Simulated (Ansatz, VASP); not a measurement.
**Sc: VASP beside Ansatz**

File INCAR:

```
PREC = Accurate ; ENCUT = 600
EDIFF = 1E-7 ; ISMEAR = 0
SIGMA = 0.1 ; LREAL = False
LASPH = True ; NELM = 60
ALGO = Normal ; ISIF = 3
LWAVE = False ; LCHARG = False
GGA = PS ; IBRION = 2
NSW = 90 ; EDIFFG = -0.04
```

Contents of KPOINTS:

```
regular mesh
0
Gamma
  6 6 2
```

Contents of POSCAR:

```
Sc
1.0
    3.5758864841      0.0000000000      0.0000000000
   -1.7879432421      3.0968085363      0.0000000000
    0.0000000000      0.0000000000      9.7392030258
Sc
4
Direct
    0.0000000000      0.0000000000      0.2500000000
    0.0000000000      0.0000000000      0.7500000000
    0.3333333333      0.6666666667      0.7500000000
    0.6666666667      0.3333333333      0.2500000000
```

Input for Ansatz:

```yaml
crystal:
  lattice:
    - [3.5758864841, 0.0, 0.0]
    - [-1.7879432421, 3.0968085363, 0.0]
    - [0.0, 0.0, 9.7392030258]
  atoms:
    - { symbol: Sc, position: [0.0, 0.0, 0.25] }
    - { symbol: Sc, position: [0.0, 0.0, 0.75] }
    - { symbol: Sc, position: [0.3333333333, 0.6666666667, 0.75] }
    - { symbol: Sc, position: [0.6666666667, 0.3333333333, 0.25] }
basis:
  ecutwfc: 420
kpoints:
  mp_grid: { grid: [6, 6, 2] }
hamiltonian:
  xc: pbesol
scf:
  occupations: { method: gaussian, width: 0.1 }
  lower_state_search: "off"
output:
  forces: true
  stress: true
  eigenvalues: true
relax:
  adjacent_minimum: "off"
  f_tol: 0.04
  max_steps: 70
  cell: { stress_tol: 0.4 }
```

Alike in both runs: task relaxation of cell and atoms; functional PBEsol; k mesh 6 × 6 × 2; occupations gaussian, width 0.1 eV; no spin polarisation.

|  | VASP | Ansatz |
| --- | --- | --- |
| version | VASP 6.6.1 | Ansatz 0.2.0 |
| potentials or method | VASP PAW PBE potentials, release 64 (Sc_sv), cutoff 600 eV | scalar-relativistic, plane waves, PAW |
| valence electrons in the cell | 44 | 44 |

```csv
,VASP,Ansatz,Ansatz less VASP
"gap on the k mesh at the Fermi level, each at its own relaxed structure (eV)",none,none,-
relaxed volume (Å³/atom),25.56,25.56,0.000
relaxed cell length with the largest relative difference (Å),4.624,4.608,-0.0154
```

VASP's potentials were made for PBE, not for PBEsol. A gap of «none» marks a metal or a gap that the smearing closes.
